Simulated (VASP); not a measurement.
Crystal: TiH.

```xyz
4
Lattice="3.1086 0.0000 0.0000 -1.5543 2.6922 0.0000 0.0000 0.0000 4.9784" Properties=species:S:1:pos:R:3 pbc="T T T"
Ti    0.0000    1.7948    0.0000
Ti    1.5543    0.8974    2.4892
H     0.0000    1.7948    1.9022
H     1.5543    0.8974    4.3914
```

- Program: VASP 6.6.1
- Task: relaxation of cell and atoms
- Functional: PBE
- Potentials or basis: VASP PAW PBE potentials, release 64 (Ti_sv, H)
- Cutoff: 600 eV
- k mesh: 18 × 18 × 10
- Occupations: gaussian, width 0.1 eV
- Spin: no spin polarisation

At the start: pressure -2.8 GPa; volume 10.42 Å³/atom.

Task: How do energy, volume and symmetry change on relaxing?

Result: Over 8 steps the energy falls by 9.3 meV/atom and the volume is 10.16 Å³/atom (-2.4 %); space group P6_3mc (No. 186, to 0.1 Å) before and after.

Step by step:
```csv
step,energy change (eV),largest force (eV/Å),pressure (GPa),volume (Å³)
1,0.0000,0.0862,-2.83,41.66
2,-0.0197,0.1414,0.33,40.56
3,-0.0203,0.1534,1.00,40.34
4,-0.0280,0.1269,0.68,40.45
5,-0.0371,0.0401,-0.12,40.70
6,-0.0371,0.0349,-0.16,40.71
7,-0.0372,0.0235,0.10,40.63
8,-0.0374,0.0009,-0.01,40.66
```

Final structure:
```yaml
crystal:
  lattice:
    - [3.03204, 0.00000, 0.00000]
    - [-1.51602, 2.62582, 0.00000]
    - [0.00000, 0.00000, 5.10696]
  atoms:
    - { symbol: Ti, position: [0.33333, 0.66667, 0.00789] }
    - { symbol: Ti, position: [0.66667, 0.33333, 0.50789] }
    - { symbol: H, position: [0.33333, 0.66667, 0.37421] }
    - { symbol: H, position: [0.66667, 0.33333, 0.87421] }
```
